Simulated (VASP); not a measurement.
## InP: single point with r2SCAN

The system is InP.

```xyz
2
Lattice="0.0000 2.9269 2.9269 2.9269 0.0000 2.9269 2.9269 2.9269 0.0000" Properties=species:S:1:pos:R:3 pbc="T T T"
In    0.0000    0.0000    0.0000
P     4.3904    4.3904    4.3904
```

```yaml
Program: VASP 6.6.1
Task: single point
Functional: r2SCAN
Potentials_or_basis: VASP PAW PBE potentials, release 64 (In_d, P)
Cutoff: 550 eV
k_mesh: 8 × 8 × 8
Occupations: gaussian, width 0.01 eV
Spin: no spin polarisation
```

```
Pressure               : 1.9 GPa
Band gap on the k mesh : 1.19 eV
```

Levels at points of the mesh, in eV from the valence-band top:
| k point | band 6 | band 7 | band 8 | band 9 | band 10 | band 11 | band 12 | band 13 |
| --- | --- | --- | --- | --- | --- | --- | --- | --- |
| (0.00, 0.00, 0.00) | -12.03 | 0.00 | 0.00 | 0.00 | 1.19 | 4.44 | 4.44 | 4.44 |
| (0.50, 0.00, 0.00) | -10.21 | -5.90 | -1.01 | -1.01 | 1.88 | 5.16 | 5.16 | 7.56 |
| (0.50, 0.50, 0.00) | -9.52 | -5.89 | -2.42 | -2.42 | 2.00 | 2.55 | 9.91 | 10.34 |

Wall time 28 s on 1 thread of Intel(R) Xeon(R) 6975P-C (Granite Rapids) (shared host), peak memory 0.19 GiB.

Caveat: the PAW data sets were made with another functional, which shifts forces and pressure a little; spin-orbit coupling is left out, which moves the levels of the heavy elements.
